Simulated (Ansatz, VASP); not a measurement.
One calculation of Tl, two programs

```
Tl
1.0
     3.59701    0.00000    0.00000
    -1.79850    3.11510    0.00000
     0.00000    0.00000    5.62887
Tl
2
Direct
  0.33333 0.66667 0.25000
  0.66667 0.33333 0.75000
```

Alike in both runs: task relaxation of cell and atoms; functional PBE; k mesh 12 × 12 × 6; occupations gaussian, width 0.1 eV; no spin polarisation.

|  | VASP | Ansatz |
| --- | --- | --- |
| version | VASP 6.6.1 | Ansatz 0.2.0 |
| potentials or method | VASP PAW PBE potentials, release 64 (Tl_d), cutoff 600 eV | scalar-relativistic, plane waves, PAW |
| valence electrons in the cell | 26 | 26 |

VASP gave:

```
gap on the k mesh at the Fermi level, each at its own relaxed structure (eV) : none
relaxed volume (Å³/atom)                                                     : 31.49
relaxed cell length with the largest relative difference (Å)                 : 5.623
```

Problem. Which values does Ansatz return?

Solution. gap on the k mesh at the Fermi level, each at its own relaxed structure (eV): none; relaxed volume (Å³/atom): 31.54; relaxed cell length with the largest relative difference (Å): 5.629.

A gap of «none» marks a metal or a gap that the smearing closes.

Neither program's run includes spin-orbit coupling.
